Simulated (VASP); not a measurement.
# MnO (Fm-3m) in VASP: notebook, part 2 of 2

VASP 6.6.1. Earlier steps stand in the parts before.

## Step 3: Single point, PBE+U, collinear spin, ferromagnetic start

This run uses another cell than the first one, of 10.99 Å³/atom.

Contents of INCAR:

```
SYSTEM = MnO
ALGO     = Normal         ! electronic algorithm
EDIFF    = 1E-7           ! SCF threshold, eV
ENCUT    = 520            ! plane-wave cutoff, eV
GGA      = PE             ! functional
ISIF     = 2              ! what is computed and relaxed
ISMEAR   = -1             ! smearing method
ISPIN    = 2              ! spin polarisation
LASPH    = .True.         ! aspherical terms in the spheres
LCHARG   = .False.        ! write CHGCAR
LDAU     = .True.         ! DFT+U
LDAUJ    = 0 0          
LDAUL    = 2 -1           ! shell
LDAUPRINT= 1            
LDAUTYPE = 2            
LDAUU    = 3.5 0          ! U, eV
LMAXMIX  = 4              ! l up to which the mixer works
LORBIT   = 11             ! projections on sites
LREAL    = .False.        ! projectors in reciprocal space
LWAVE    = .False.        ! write WAVECAR
MAGMOM   = 2.8 0          ! initial moments
NBANDS   = 20             ! bands
NELM     = 150            ! most SCF steps
PREC     = Accurate       ! precision mode
SIGMA    = 0.05           ! smearing width, eV
```

Contents of KPOINTS:

```
k-points
0
Gamma
  10 10 10
  0 0 0
```

Contents of POSCAR:

```
MnO
1.0
    0.0000000000      2.2230000000      2.2230000000
    2.2230000000      0.0000000000      2.2230000000
    2.2230000000      2.2230000000      0.0000000000
Mn O
1 1
Direct
    0.0000000000      0.0000000000      0.0000000000
    0.5000000000      0.5000000000      0.5000000000
```

Potentials or basis: VASP PAW PBE potentials, release 64 (Mn_pv, O).

On the command line:

```
> cat potpaw_PBE.64/Mn_pv/POTCAR potpaw_PBE.64/O/POTCAR > POTCAR
> mpirun -np 1 vasp_std > vasp.out
```

OUTCAR:

```text
SYSTEM = MnO
   EDIFF = 1E-7
   ENCUT = 520
   GGA = PE
   ISIF = 2
   ISMEAR = -1
   ISPIN = 2
   LASPH = .True.
   LORBIT = 11
   LREAL = .False.
   NELM = 150
   PREC = Accurate

 ion  position               nearest neighbor table
   1  0.000  0.000  0.000-   2 2.22   2 2.22   2 2.22   2 2.22   2 2.22   2 2.22
   2  0.500  0.500  0.500-   1 2.22   1 2.22   1 2.22   1 2.22   1 2.22   1 2.22

  LATTYP: Found a face centered cubic cell.
 ALAT       =     4.4460000000

  Lattice vectors:

 A1 = (   0.0000000000,   2.2230000000,   2.2230000000)
 A2 = (   2.2230000000,   0.0000000000,   2.2230000000)
 A3 = (   2.2230000000,   2.2230000000,   0.0000000000)

Analysis of symmetry for initial positions (statically):
=====================================================================
 Subroutine PRICEL returns:
 Original cell was already a primitive cell.

 Routine SETGRP: Setting up the symmetry group for a
 face centered cubic supercell.

 Subroutine GETGRP returns: Found 48 space group operations
 (whereof 48 operations were pure point group operations)
 out of a pool of 48 trial point group operations.

The static configuration has the point symmetry O_h .

Analysis of symmetry for dynamics (positions and initial velocities):
=====================================================================
 Subroutine PRICEL returns:
 Original cell was already a primitive cell.

 Routine SETGRP: Setting up the symmetry group for a
 face centered cubic supercell.

 Subroutine GETGRP returns: Found 48 space group operations
 (whereof 48 operations were pure point group operations)
 out of a pool of 48 trial point group operations.

The dynamic configuration has the point symmetry O_h .

Analysis of structural, dynamic, and magnetic symmetry:
=====================================================================
 Subroutine PRICEL returns:
[... 179 lines left out ...]
  o =  0.9392  v =  0.0000 -0.7881  0.0000  0.6155  0.0000  0.0000  0.0000  0.0000  0.0000  0.0000      0.0000  0.0000  0.0000  0.0000  0.0000  0.0000  0.0000  0.0000  0.0000  0.0000
  o =  0.9757  v =  0.0000  0.0000  0.1395  0.0000 -0.9902  0.0000  0.0000  0.0000  0.0000  0.0000      0.0000  0.0000  0.0000  0.0000  0.0000  0.0000  0.0000  0.0000  0.0000  0.0000
  o =  0.9757  v =  0.0000  0.0000 -0.9902  0.0000 -0.1395  0.0000  0.0000  0.0000  0.0000  0.0000      0.0000  0.0000  0.0000  0.0000  0.0000  0.0000  0.0000  0.0000  0.0000  0.0000

 number of electron      18.9999991 magnetization       4.9999974

 Free energy of the ion-electron system (eV)
  ---------------------------------------------------
  ext. energy  EPLUGINS =         0.00000000
  ---------------------------------------------------
  free energy    TOTEN  =       -15.54129953 eV

  energy without entropy =      -15.54107194  energy(sigma->0) =      -15.54118573

 E-fermi :   7.1549     XC(G=0): -11.8041

 val. band max:        7.1018863145   @ k =   0.0000   0.0000   0.0000
 cond. band min:       7.8302912510   @ k =   0.1000   0.0000   0.0000
 fundamental gap:      0.7284049366
 Fermi energy:         7.1548741709

 spin component 1

 k-point     1 :       0.0000    0.0000    0.0000
  band No.  band energies     occupation
      1     -42.8533      1.00000
      2     -42.8533      1.00000
      3     -42.8533      1.00000
      4     -12.4636      1.00000
      5       2.8877      1.00000
      6       2.8877      1.00000
[... 1097 lines left out ...]
     19      33.6349      0.00000
     20      35.2491      0.00000

 [... further k-points ...]
[... 5 lines left out ...]
  --------------------------------------------------------------------------------------
  -------------------------------------------------------------------------------------
  Total        1.0168320      1.0168320      1.0168320      0.0000000      0.0000000      0.0000000
  in kB       74.1500459     74.1500459     74.1500459      0.0000000      0.0000000      0.0000000
  external PRESSURE =      74.1500459 kB  Pullay stress =       0.0000000 kB

 VOLUME and BASIS-vectors are now :
 -----------------------------------------------------------------------------
  energy-cutoff  :      520.00
  volume of cell :       21.97
      direct lattice vectors                 reciprocal lattice vectors
     0.000000000  2.223000000  2.223000000    -0.224921278  0.224921278  0.224921278
     2.223000000  0.000000000  2.223000000     0.224921278 -0.224921278  0.224921278
     2.223000000  2.223000000  0.000000000     0.224921278  0.224921278 -0.224921278

 POSITION                                       TOTAL-FORCE (eV/Angst)
 -----------------------------------------------------------------------------------
      0.00000      0.00000      0.00000         0.000000      0.000000     -0.000000
      2.22300      2.22300      2.22300         0.000000      0.000000      0.000000
 -----------------------------------------------------------------------------------
    total drift:                                0.000000     -0.000000     -0.000000

  FREE ENERGIE OF THE ION-ELECTRON SYSTEM (eV)
  ---------------------------------------------------
  free  energy   TOTEN  =       -15.5412995269 eV

  energy  without entropy=      -15.5410719373  energy(sigma->0) =      -15.54118573

 total charge

# of ion       s       p       d       tot
------------------------------------------
    1        0.208   6.183   4.959  11.350
    2        1.556   3.453   0.000   5.009
--------------------------------------------------
tot          1.763   9.637   4.959  16.359

 magnetization (x)

# of ion       s       p       d       tot
------------------------------------------
    1        0.033   0.027   4.549   4.609
    2        0.024   0.140   0.000   0.164
--------------------------------------------------
tot          0.057   0.166   4.549   4.773
```

Run time: 46 s. Hardware: 1 thread of Intel Xeon 8259CL, shared host; peak memory 0.16 GiB.

Results:

```yaml
Free_energy: -15.5413 eV
Pressure: 7.4 GPa
Band_gap_on_the_k_mesh: 0.12 eV (least direct gap 2.69 eV)
Net_moment: 5.00 μB per cell
Site_moments: Mn +4.61; O +0.16 μB
Valence_electrons_inside_the_program's_atomic_spheres: Mn 11.35; O 5.01
```

Levels at points of the mesh, in eV from the valence-band top:
Spin up:
| k point | band 9 | band 10 | band 11 | band 12 | band 13 | band 14 | band 15 | band 16 |
| --- | --- | --- | --- | --- | --- | --- | --- | --- |
| (0.00, 0.00, 0.00) | -3.74 | -2.89 | -2.89 | -2.89 | 0.12 | 14.53 | 16.33 | 16.33 |
| (0.50, 0.00, 0.00) | -3.28 | -2.49 | 0.00 | 0.00 | 4.08 | 8.39 | 12.44 | 12.44 |
| (0.50, 0.50, 0.00) | -3.35 | -3.03 | -3.03 | -2.91 | 5.55 | 8.55 | 10.39 | 14.30 |
Spin down:
| k point | band 3 | band 4 | band 5 | band 6 | band 7 | band 8 | band 9 | band 10 | band 11 | band 12 |
| --- | --- | --- | --- | --- | --- | --- | --- | --- | --- | --- |
| (0.00, 0.00, 0.00) | -44.89 | -19.05 | -2.57 | -2.57 | -2.57 | 1.50 | 2.93 | 2.93 | 2.93 | 3.52 |
| (0.50, 0.00, 0.00) | -44.90 | -18.08 | -6.54 | -3.80 | -3.80 | 4.04 | 4.31 | 4.31 | 5.18 | 5.67 |
| (0.50, 0.50, 0.00) | -44.92 | -18.06 | -5.69 | -3.56 | -3.56 | 1.06 | 4.17 | 4.25 | 4.83 | 4.83 |

Eigenvalues of the final occupation matrices:
```csv
site,spin,trace,eigenvalues
site 1 d,1,4.77,0.94 0.94 0.94 0.98 0.98
site 1 d,2,0.21,0.02 0.02 0.02 0.08 0.08
```

Caveat: the cell stands under pressure; the smearing spreads over this small gap; semilocal functionals underestimate gaps, and a narrow one can read as zero; a cell with one magnetic atom can't hold antiferromagnetic order, which such compounds often take. The state reached can hang on the start; a lower one may exist.

## Step 4: Single point, PBE+U, collinear spin, ferromagnetic start

This run uses another cell than the first one, of 11.42 Å³/atom.

Contents of INCAR:

```
SYSTEM = MnO
ALGO = Normal
EDIFF = 1E-7
ENCUT = 520
GGA = PE
ISIF = 2
ISMEAR = -1
ISPIN = 2
LASPH = .TRUE.
LCHARG = .FALSE.
LDAU = .TRUE.
LDAUJ = 0 0
LDAUL = 2 -1
LDAUPRINT = 1
LDAUTYPE = 2
LDAUU = 3.5 0
LMAXMIX = 4
LORBIT = 11
LREAL = .FALSE.
LWAVE = .FALSE.
MAGMOM = 2.8 0
NBANDS = 20
NELM = 150
PREC = Accurate
SIGMA = 0.05
```

Contents of KPOINTS:

```
k-points
0
G
  10 10 10
  0 0 0
```

Contents of POSCAR:

```
MnO
1.0
    0.0000000000      2.2522533547      2.2522533547
    2.2522533547      0.0000000000      2.2522533547
    2.2522533547      2.2522533547      0.0000000000
Mn O
1 1
Direct
    0.0000000000      0.0000000000      0.0000000000
    0.5000000000      0.5000000000      0.5000000000
```

Potentials or basis: VASP PAW PBE potentials, release 64 (Mn_pv, O).

On the command line:

```
> cat potpaw_PBE.64/Mn_pv/POTCAR potpaw_PBE.64/O/POTCAR > POTCAR
> mpirun -np 1 vasp_std > vasp.out
```

OUTCAR:

```text
SYSTEM = MnO
   EDIFF = 1E-7
   ENCUT = 520
   GGA = PE
   ISIF = 2
   ISMEAR = -1
   ISPIN = 2
   LASPH = .TRUE.
   LORBIT = 11
   LREAL = .FALSE.
   NELM = 150
   PREC = Accurate

 ion  position               nearest neighbor table
   1  0.000  0.000  0.000-   2 2.25   2 2.25   2 2.25   2 2.25   2 2.25   2 2.25
   2  0.500  0.500  0.500-   1 2.25   1 2.25   1 2.25   1 2.25   1 2.25   1 2.25

  LATTYP: Found a face centered cubic cell.
 ALAT       =     4.5045067094

  Lattice vectors:

 A1 = (   0.0000000000,   2.2522533547,   2.2522533547)
 A2 = (   2.2522533547,   0.0000000000,   2.2522533547)
 A3 = (   2.2522533547,   2.2522533547,   0.0000000000)

Analysis of symmetry for initial positions (statically):
=====================================================================
 Subroutine PRICEL returns:
 Original cell was already a primitive cell.

 Routine SETGRP: Setting up the symmetry group for a
 face centered cubic supercell.

 Subroutine GETGRP returns: Found 48 space group operations
 (whereof 48 operations were pure point group operations)
 out of a pool of 48 trial point group operations.

The static configuration has the point symmetry O_h .

Analysis of symmetry for dynamics (positions and initial velocities):
=====================================================================
 Subroutine PRICEL returns:
 Original cell was already a primitive cell.

 Routine SETGRP: Setting up the symmetry group for a
 face centered cubic supercell.

 Subroutine GETGRP returns: Found 48 space group operations
 (whereof 48 operations were pure point group operations)
 out of a pool of 48 trial point group operations.

The dynamic configuration has the point symmetry O_h .

Analysis of structural, dynamic, and magnetic symmetry:
=====================================================================
 Subroutine PRICEL returns:
 Original cell was already a primitive cell.

 Routine SETGRP: Setting up the symmetry group for a
 face centered cubic supercell.

 Subroutine GETGRP returns: Found 48 space group operations
 (whereof 48 operations were pure point group operations)
 out of a pool of 48 trial point group operations.

The overall configuration has the point symmetry O_h .

 Subroutine INISYM returns: Found 48 space group operations
 (whereof 48 operations are pure point group operations),
 and found     1 'primitive' translations

----------------------------------------------------------------------------------------

                                     Primitive cell

  volume of cell :      22.8498

  direct lattice vectors                    reciprocal lattice vectors
     0.000000000  2.252253355  2.252253355    -0.221999891  0.221999891  0.221999891
     2.252253355  0.000000000  2.252253355     0.221999891 -0.221999891  0.221999891
     2.252253355  2.252253355  0.000000000     0.221999891  0.221999891 -0.221999891

  length of vectors
     3.185167240  3.185167240  3.185167240     0.384515091  0.384515091  0.384515091

[... 106 lines left out ...]
   angular momentum for each species LDAUL =     2   -1
   U (eV)           for each species LDAUU =   3.5  0.0
   J (eV)           for each species LDAUJ =   0.0  0.0
   GGA     = PE    functional components
   LHFCALC =     F    Hartree Fock is set to
   AEXX    =    0.0000 exact exchange contribution
   IVDW    =     0    specifies the selected vdW correction
   LEPSILON=     F    determine dielectric tensor
   LRPA    =     F    only Hartree local field effects (RPA)
 spin polarized calculation
  energy-cutoff  :      520.00
  volume of cell :       22.85
 maximum number of plane-waves:       636
   NGX = 11   NGY = 11   NGZ = 11

atom =   1  type =  1  l = 2

 onsite density matrix

spin component  1

  0.9393 -0.0000  0.0000  0.0000  0.0000
 -0.0000  0.9393 -0.0000 -0.0000  0.0000
  0.0000 -0.0000  0.9728 -0.0000 -0.0000
  0.0000 -0.0000 -0.0000  0.9393  0.0000
  0.0000  0.0000 -0.0000  0.0000  0.9728

spin component  2

  0.0184 -0.0000  0.0000  0.0000 -0.0000
 -0.0000  0.0184  0.0000  0.0000 -0.0000
  0.0000  0.0000  0.0706  0.0000 -0.0000
  0.0000  0.0000  0.0000  0.0184  0.0000
 -0.0000 -0.0000 -0.0000  0.0000  0.0706

 occupancies and eigenvectors

  o =  0.0184  v =  0.0000  0.0000  0.0000  0.0000  0.0000 -0.0074 -0.9330 -0.0000  0.3598 -0.0000      0.0000  0.0000  0.0000  0.0000  0.0000  0.0000  0.0000  0.0000  0.0000  0.0000
  o =  0.0184  v =  0.0000  0.0000  0.0000  0.0000  0.0000 -0.0006  0.3598 -0.0000  0.9330 -0.0000      0.0000  0.0000  0.0000  0.0000  0.0000  0.0000  0.0000  0.0000  0.0000  0.0000
  o =  0.0184  v =  0.0000  0.0000  0.0000  0.0000  0.0000  1.0000 -0.0067 -0.0000  0.0033  0.0000      0.0000  0.0000  0.0000  0.0000  0.0000  0.0000  0.0000  0.0000  0.0000  0.0000
  o =  0.0706  v =  0.0000  0.0000  0.0000  0.0000  0.0000 -0.0000  0.0000 -1.0000 -0.0000 -0.0021      0.0000  0.0000  0.0000  0.0000  0.0000  0.0000  0.0000  0.0000  0.0000  0.0000
  o =  0.0706  v =  0.0000  0.0000  0.0000  0.0000  0.0000  0.0000  0.0000  0.0021 -0.0000 -1.0000      0.0000  0.0000  0.0000  0.0000  0.0000  0.0000  0.0000  0.0000  0.0000  0.0000
  o =  0.9393  v =  1.0000  0.0000  0.0000  0.0000  0.0000  0.0000  0.0000  0.0000  0.0000  0.0000      0.0000  0.0000  0.0000  0.0000  0.0000  0.0000  0.0000  0.0000  0.0000  0.0000
  o =  0.9393  v =  0.0000  0.2112 -0.0000  0.9774 -0.0000  0.0000  0.0000  0.0000  0.0000  0.0000      0.0000  0.0000  0.0000  0.0000  0.0000  0.0000  0.0000  0.0000  0.0000  0.0000
  o =  0.9393  v =  0.0000 -0.9774 -0.0000  0.2112 -0.0000  0.0000  0.0000  0.0000  0.0000  0.0000      0.0000  0.0000  0.0000  0.0000  0.0000  0.0000  0.0000  0.0000  0.0000  0.0000
  o =  0.9728  v =  0.0000 -0.0000  0.1657  0.0000  0.9862  0.0000  0.0000  0.0000  0.0000  0.0000      0.0000  0.0000  0.0000  0.0000  0.0000  0.0000  0.0000  0.0000  0.0000  0.0000
  o =  0.9728  v =  0.0000  0.0000 -0.9862 -0.0000  0.1657  0.0000  0.0000  0.0000  0.0000  0.0000      0.0000  0.0000  0.0000  0.0000  0.0000  0.0000  0.0000  0.0000  0.0000  0.0000

 number of electron      18.9999994 magnetization       5.0000033

 Free energy of the ion-electron system (eV)
  ---------------------------------------------------
  ext. energy  EPLUGINS =         0.00000000
  ---------------------------------------------------
  free energy    TOTEN  =       -15.56483398 eV

  energy without entropy =      -15.56458216  energy(sigma->0) =      -15.56470807

 E-fermi :   6.5803     XC(G=0): -11.5912

 val. band max:        6.4683342814   @ k =   0.0000   0.0000   0.0000
 cond. band min:       7.2060670740   @ k =   0.1000   0.0000   0.0000
 fundamental gap:      0.7377327926
 Fermi energy:         6.5803314455

 spin component 1

 k-point     1 :       0.0000    0.0000    0.0000
  band No.  band energies     occupation
      1     -43.3619      1.00000
      2     -43.3619      1.00000
      3     -43.3619      1.00000
      4     -12.6210      1.00000
      5       2.4438      1.00000
      6       2.4438      1.00000
[... 1097 lines left out ...]
     19      32.4647      0.00000
     20      34.2066      0.00000

 [... further k-points ...]
[... 5 lines left out ...]
  --------------------------------------------------------------------------------------
  -------------------------------------------------------------------------------------
  Total        0.1468278      0.1468278      0.1468278     -0.0000000      0.0000000     -0.0000000
  in kB       10.2952587     10.2952587     10.2952587     -0.0000000      0.0000000     -0.0000000
  external PRESSURE =      10.2952587 kB  Pullay stress =       0.0000000 kB

 VOLUME and BASIS-vectors are now :
 -----------------------------------------------------------------------------
  energy-cutoff  :      520.00
  volume of cell :       22.85
      direct lattice vectors                 reciprocal lattice vectors
     0.000000000  2.252253355  2.252253355    -0.221999891  0.221999891  0.221999891
     2.252253355  0.000000000  2.252253355     0.221999891 -0.221999891  0.221999891
     2.252253355  2.252253355  0.000000000     0.221999891  0.221999891 -0.221999891

 POSITION                                       TOTAL-FORCE (eV/Angst)
 -----------------------------------------------------------------------------------
      0.00000      0.00000      0.00000         0.000000      0.000000     -0.000000
      2.25225      2.25225      2.25225        -0.000000     -0.000000      0.000000
 -----------------------------------------------------------------------------------
    total drift:                                0.000000     -0.000000     -0.000000

  FREE ENERGIE OF THE ION-ELECTRON SYSTEM (eV)
  ---------------------------------------------------
  free  energy   TOTEN  =       -15.5648339835 eV

  energy  without entropy=      -15.5645821565  energy(sigma->0) =      -15.56470807

 total charge

# of ion       s       p       d       tot
------------------------------------------
    1        0.201   6.170   4.941  11.312
    2        1.555   3.433   0.000   4.989
--------------------------------------------------
tot          1.756   9.604   4.941  16.301

 magnetization (x)

# of ion       s       p       d       tot
------------------------------------------
    1        0.033   0.026   4.557   4.616
    2        0.023   0.130   0.000   0.153
--------------------------------------------------
tot          0.057   0.156   4.557   4.770
```

stdout:

```text
POSCAR found type information on POSCAR MnO
 POSCAR found :  2 types and       2 ions
 scaLAPACK will be used
 LDA part: xc-table for (Slater+PW92), standard interpolation
 POSCAR, INCAR and KPOINTS ok, starting setup
 FFT: planning ... GRIDC
 FFT: planning ... GRID_SOFT
 FFT: planning ... GRID
 WAVECAR not read
 entering main loop
```

Wall time 36 s (1 thread of Intel Xeon 8259CL, shared host); peak memory 0.17 GiB.

What came out:

```yaml
Free_energy: -15.5648 eV
Pressure: 1.0 GPa
Band_gap_on_the_k_mesh: 0.05 eV (least direct gap 2.40 eV)
Net_moment: 5.00 μB per cell
Site_moments: Mn +4.62; O +0.15 μB
Valence_electrons_inside_the_program's_atomic_spheres: Mn 11.31; O 4.99
```

Eigenvalues of the final occupation matrices:
| site | spin | trace | eigenvalues |
| --- | --- | --- | --- |
| site 1 d | 1 | 4.76 | 0.94 0.94 0.94 0.97 0.97 |
| site 1 d | 2 | 0.20 | 0.02 0.02 0.02 0.07 0.07 |

Caveat: the smearing spreads over this small gap; semilocal functionals underestimate gaps, and a narrow one can read as zero; a cell with one magnetic atom can't hold antiferromagnetic order, which such compounds often take.

## Step 5: The runs side by side

```tsv
cell	gap on the mesh (eV)	pressure (GPa)	moment (μB)
a = 3.101 Å, angles 60.0°, 2 atoms	0.20	15.3	5.00
a = 3.144 Å, angles 60.0°, 2 atoms	0.12	7.4	5.00
a = 3.185 Å, angles 60.0°, 2 atoms	0.05	1.0	5.00
```

Alike in all rows: task single point; level PBE+U; potentials or basis VASP PAW PBE potentials, release 64 (Mn_pv, O); spin collinear, ferromagnetic start; Mn d U = 3.5 eV; k mesh 10 × 10 × 10; cutoff (eV) 520; smearing fermi-dirac 0.05 eV.

Caveats: semilocal functionals underestimate gaps, and a narrow one can read as zero; a cell with one magnetic atom can't hold antiferromagnetic order, which such compounds often take; the cell stands under pressure (at least some runs); the smearing spreads over this small gap (at least some runs).

Absolute energies hang on the potentials; compare differences alone.

The gap in the log of VASP goes by the Fermi energy; the results here count the filled bands.